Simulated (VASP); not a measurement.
A run of VASP 6.6.1 is set up as follows.

INCAR

```
SYSTEM = Re
PREC = Accurate ; ENCUT = 520
EDIFF = 1E-7 ; ISMEAR = 0
SIGMA = 0.15 ; LREAL = .FALSE.
LASPH = .TRUE. ; NELM = 60
ALGO = Normal ; ISIF = 2
LWAVE = .FALSE. ; LCHARG = .FALSE.
GGA = PS ; NBANDS = 14
```

Contents of KPOINTS:

```
Automatic mesh
0
G
  18 18 10
  0 0 0
```

Contents of POSCAR:

```
Re
1.0
    2.7502953086      0.0000000000      0.0000000000
   -1.3751476543      2.3818256051      0.0000000000
    0.0000000000      0.0000000000      3.9101000000
Re
2
Direct
    0.3333333333      0.6666666667      0.2500000000
    0.6666666667      0.3333333333      0.7500000000
```

Potentials or basis: VASP PAW PBE potentials, release 64 (Re).

Run with:

```console
$ cat potpaw_PBE.64/Re/POTCAR > POTCAR
$ mpirun -np 1 vasp_std > vasp.out
```

Question: Predict the band gap on the k mesh.

Answer: Zero (bands 7 and 8 overlap by 3.87 eV).

Question: What does it give for the pressure?

Answer: 75.0 GPa.

Stress tensor (GPa, compression positive):
```
 51.76   0.00   0.00
  0.00  51.76   0.00
  0.00   0.00 121.36
```

Caveat: the stress differs along the axes, from 52 to 121 GPa; the PAW data sets were made with another functional, which shifts forces and pressure a little; spin-orbit coupling is left out, which moves the levels of the heavy elements.
